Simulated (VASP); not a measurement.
A run of VASP 6.6.1 is set up as follows.

The input INCAR:

```
PREC = Accurate ; ENCUT = 520
EDIFF = 1E-6 ; ISMEAR = 0
SIGMA = 0.005 ; LREAL = F
LASPH = T ; NELM = 150
ALGO = Normal ; ISIF = 2
LWAVE = F ; LCHARG = F
ISPIN = 2 ; MAGMOM = 1
LORBIT = 11 ; LMAXMIX = 4
GGA = PE ; IVDW = 12
ISYM = 0 ; NBANDS = 16
```

KPOINTS

```
regular mesh
0
Gamma
  1 1 1
```

File POSCAR:

```
Cu
1.0
   15.0000000000      0.0000000000      0.0000000000
    0.0000000000     15.5000000000      0.0000000000
    0.0000000000      0.0000000000     16.0000000000
Cu
1
Direct
    0.5000000000      0.5000000000      0.5000000000
```

Potentials or basis: VASP PAW PBE potentials, release 64 (Cu).

Command:

```sh
$ cat potpaw_PBE.64/Cu/POTCAR > POTCAR
$ mpirun -np 1 vasp_gam > vasp.out
```

Problem. Estimate the dispersion energy per atom.

Solution. 0.000 eV.

Problem. What does it give for the net moment?

Solution. 1.00 μB per cell.

Problem. Predict the site moments.

Solution. Cu +0.31 μB.
